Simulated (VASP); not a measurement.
Input of a VASP 6.6.1 run:

File INCAR:

```
PREC = Accurate
ENCUT = 600
EDIFF = 1E-6
ISMEAR = -1
SIGMA = 0.05
LREAL = F
LASPH = T
NELM = 100
ALGO = Normal
ISIF = 3
LWAVE = F
LCHARG = F
GGA = PE
IBRION = 2
NSW = 60
EDIFFG = -0.01
```

Contents of KPOINTS:

```
regular mesh
0
Gamma
  8 8 8
```

Contents of POSCAR:

```
HfGe
1.0
    3.5008378700      0.0000000000      0.0000000000
    0.0000000000      3.5008378700      0.0000000000
    0.0000000000      0.0000000000      3.5008378700
Hf Ge
1 1
Direct
    0.0000000000      0.0000000000      0.0000000000
    0.5000000000      0.5000000000      0.5000000000
```

Potentials or basis: VASP PAW PBE potentials, release 64 (Hf_pv, Ge_d).

Run with:

```bash
$ cat potpaw_PBE.64/Hf_pv/POTCAR potpaw_PBE.64/Ge_d/POTCAR > POTCAR
$ mpirun -np 1 vasp_std > vasp.out
```

Task: Predict the relaxed cell.

Result: a = 3.347 Å, b = 3.347 Å, c = 3.347 Å, α = 90.00°, β = 90.00°, γ = 90.00°.

Task: Predict the relaxed volume.

Result: 18.75 Å³/atom.

Task: Estimate the band gap on the k mesh.

Result: Zero (band 12 reaches 8.44 eV, above the bottom of band 13 at 6.08 eV).

Final structure:
```
Hf Ge
1.0
     3.34689    0.00000    0.00000
     0.00000    3.34689    0.00000
     0.00000    0.00000    3.34689
Hf Ge
1 1
Direct
  0.00000 0.00000 0.00000
  0.50000 0.50000 0.50000
```

Caveat: spin-orbit coupling is left out, which moves the levels of the heavy elements.
